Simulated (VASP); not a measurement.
Write the native input for VASP 6.6.1 that does the following.

```
Task                   : single point
Functional             : PBE
Dispersion             : D3(BJ)
Potentials or basis    : VASP PAW PBE potentials, release 64 (Zn, Pb_d, N)
Cutoff                 : 520 eV
k mesh                 : 9 × 9 × 4
Occupations            : gaussian, width 0.05 eV
Spin                   : no spin polarisation
Dipole correction      : no
Further INCAR settings : ALGO = Normal; EDIFF = 1e-06; NBANDS = 33
```

The structure of ZnPb2N2 lies in POSCAR:

```
ZnPb2N2
1.0
    3.7239766707      0.0000000000      0.0000000000
   -1.8619883354      3.2250583999      0.0000000000
    0.0000000000      0.0000000000      9.0183551457
Zn Pb N
1 2 2
Direct
    0.0000000000      0.0000000000      0.5000000000
    0.6666666667      0.3333333333      0.1869330000
    0.3333333333      0.6666666667      0.8130670000
    0.0000000000      0.0000000000      0.6983190000
    0.0000000000      0.0000000000      0.3016810000
```

This cell differs from its parent crystal: ratio of the length along z to the lengths across it x 0.96, volume and fractional coordinates fixed.

One way to write it, as run:

INCAR

```
SYSTEM = ZnPb2N2
ALGO = Normal
EDIFF = 1E-6
ENCUT = 520
GGA = PE
ISIF = 2
ISMEAR = 0
IVDW = 12
LASPH = .True.
LCHARG = .True.
LELF = .True.
LREAL = .False.
LVHAR = .True.
LWAVE = .False.
NBANDS = 33
NELM = 100
PREC = Accurate
SIGMA = 0.05
```

KPOINTS

```
k-points
0
Gamma
  9 9 4
  0 0 0
```

Potentials or basis: VASP PAW PBE potentials, release 64 (Zn, Pb_d, N).

Launch:

```sh
$ cat potpaw_PBE.64/Zn/POTCAR potpaw_PBE.64/Pb_d/POTCAR potpaw_PBE.64/N/POTCAR > POTCAR
$ mpirun -np 1 vasp_std > vasp.out
```

Results of the run:

```
Pressure                   : -0.7 GPa
Largest force              : 0.862 eV/Å
Band gap on the k mesh     : 0.61 eV (least direct gap 1.36 eV)
Dispersion energy per atom : -0.246 eV
```

Caveat: spin-orbit coupling is left out, which moves the levels of the heavy elements; an odd mesh through Γ misses points on the zone boundary, where band edges can lie.

Wall time 2.5 min on 1 thread of Intel(R) Xeon(R) Platinum 8259CL CPU @ 2.50GHz (Skylake/Cascade Lake), on a shared host, peak memory 0.32 GiB.
